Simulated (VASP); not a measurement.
Si5Sn:

```
Si Sn
1.0
     4.74621    0.00000    0.00000
    -2.37310    4.11034    0.00000
     0.00000    0.00000    8.16220
Si Sn
5 1
Direct
  0.50000 0.00000 0.50000
  0.00000 0.50000 0.50000
  0.50000 0.50000 0.50000
  0.00000 0.00000 0.66313
  0.00000 0.00000 0.33687
  0.00000 0.00000 0.00000
```

The cell was built from a structure type or drawn by symmetry, and may not be a known phase.

- Program: VASP 6.6.1
- Task: relaxation of cell and atoms
- Functional: PBE
- Potentials or basis: VASP PAW PBE potentials, release 64 (Si, Sn_d)
- Cutoff: 600 eV
- k mesh: 12 × 12 × 6
- Occupations: gaussian, width 0.1 eV
- Spin: no spin polarisation

At the start: pressure 0.2 GPa; volume 26.54 Å³/atom.

Q: How do energy, volume and symmetry change on relaxing?

A: Over 7 steps the energy falls by 3.2 meV/atom and the volume is 26.63 Å³/atom (+0.3 %); space group P6/mmm (No. 191, to 0.1 Å) before and after.

The path:
| step | energy change (eV) | largest force (eV/Å) | pressure (GPa) | volume (Å³) |
| --- | --- | --- | --- | --- |
| 1 | 0.0000 | 0.2102 | 0.24 | 159.23 |
| 2 | -0.0155 | 0.1375 | -0.13 | 160.14 |
| 3 | -0.0173 | 0.0968 | -0.27 | 160.55 |
| 4 | -0.0188 | 0.0179 | 0.03 | 159.51 |
| 5 | -0.0188 | 0.0198 | 0.03 | 159.53 |
| 6 | -0.0189 | 0.0118 | 0.02 | 159.61 |
| 7 | -0.0189 | 0.0023 | 0.00 | 159.76 |

Final structure:
```
Si Sn
1.0
     4.78465    0.00000    0.00000
    -2.39233    4.14363    0.00000
     0.00000    0.00000    8.05796
Si Sn
5 1
Direct
  0.50000 0.00000 0.50000
  0.00000 0.50000 0.50000
  0.50000 0.50000 0.50000
  0.00000 0.00000 0.66014
  0.00000 0.00000 0.33986
  0.00000 0.00000 0.00000
```
